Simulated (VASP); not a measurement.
Here is a VASP 6.6.1 calculation.

File POSCAR:

```
AlN
1.0
    0.0000000000      2.1839935596      2.1839935596
    2.1839935596      0.0000000000      2.1839935596
    2.1839935596      2.1839935596      0.0000000000
Al N
1 1
Direct
    0.0000000000      0.0000000000      0.0000000000
    0.2500000000      0.2500000000      0.2500000000
```

Contents of INCAR.step1:

```
SYSTEM = AlN
ALGO = Normal
EDIFF = 1E-4
ENCUT = 520
GGA = PE
ISMEAR = 0
LASPH = .True.
LCHARG = .False.
LREAL = .False.
LWAVE = .True.
NBANDS = 11
NELM = 80
PREC = Accurate
SIGMA = 0.1
```

File INCAR.step2:

```
SYSTEM = AlN
ALGO = Normal
EDIFF = 1E-7
ENCUT = 520
ISIF = 2
ISMEAR = 0
ISTART = 1
IVDW = 12
LASPH = .True.
LCHARG = .False.
LMIXTAU = .True.
LREAL = .False.
LWAVE = .False.
METAGGA = R2SCAN
NBANDS = 11
NELM = 80
PREC = Accurate
SIGMA = 0.1
VDW_A1 = 0.49484001
VDW_A2 = 5.73083694
VDW_S6 = 1.0
VDW_S8 = 0.78981345
```

KPOINTS

```
k-points
0
Gamma
  10 10 10
  0 0 0
```

Potentials or basis: VASP PAW PBE potentials, release 64 (Al, N).

Run with:

```console
$ cat potpaw_PBE.64/Al/POTCAR potpaw_PBE.64/N/POTCAR > POTCAR
$ cp INCAR.step1 INCAR
$ mpirun -np 1 vasp_std > vasp.out
$ cp INCAR.step2 INCAR
$ mpirun -np 1 vasp_std > vasp.out
```

(1) What does it give for the pressure?

(2) Predict the band gap on the k mesh.

Results:

(1) -2.1 GPa.

(2) 3.93 eV, indirect (least direct gap 4.89 eV).

Caveat: the PAW data sets were made with another functional, which shifts forces and pressure a little.
